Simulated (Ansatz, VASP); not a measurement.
Two plane-wave programs on InAs

The input INCAR:

```
SYSTEM = InAs
PREC = Accurate
ENCUT = 520
EDIFF = 1E-6
ISMEAR = 0
SIGMA = 0.05
LREAL = .FALSE.
LASPH = .TRUE.
NELM = 80
ALGO = Normal
ISIF = 2
LWAVE = .FALSE.
LCHARG = .FALSE.
GGA = PE
NBANDS = 16
```

Contents of KPOINTS:

```
Automatic mesh
0
G
  14 14 14
  0 0 0
```

POSCAR

```
InAs
1.0
    0.0000000000      2.7946974890      2.7946974890
    2.7946974890      0.0000000000      2.7946974890
    2.7946974890      2.7946974890      0.0000000000
In As
1 1
Direct
    0.5000000000      0.5000000000      0.5000000000
    0.0000000000      0.0000000000      0.0000000000
```

Input for Ansatz:

```yaml
crystal:
  lattice:
    - [0.0, 2.794697489, 2.794697489]
    - [2.794697489, 0.0, 2.794697489]
    - [2.794697489, 2.794697489, 0.0]
  atoms:
    - { symbol: In, position: [0.5, 0.5, 0.5] }
    - { symbol: As, position: [0.0, 0.0, 0.0] }
basis:
  ecutwfc: 420
  ecutrho_ratio: 4
kpoints:
  mp_grid: { grid: [14, 14, 14] }
hamiltonian:
  xc: pbe
scf:
  occupations: { method: gaussian, width: 0.05 }
output:
  forces: true
  stress: true
  eigenvalues: true
```

Alike in both runs: task single point; functional PBE; k mesh 14 × 14 × 14; occupations gaussian, width 0.05 eV; no spin polarisation.

```csv
,VASP,Ansatz
version,VASP 6.6.1,Ansatz 0.2.0
potentials or method,"VASP PAW PBE potentials, release 64 (In_d, As), cutoff 520 eV","scalar-relativistic, plane waves, PAW"
valence electrons in the cell,18,28
```

```tsv
	VASP	Ansatz	Ansatz less VASP
gap on the k mesh at the Fermi level (eV)	none	none	-
pressure (GPa)	6.6	6.4	-0.22
```

A gap of «none» marks a metal or a gap that the smearing closes. VASP's potentials hold 18 valence electrons a cell and Ansatz's 28, so a difference there can come from the potentials and not from the codes.
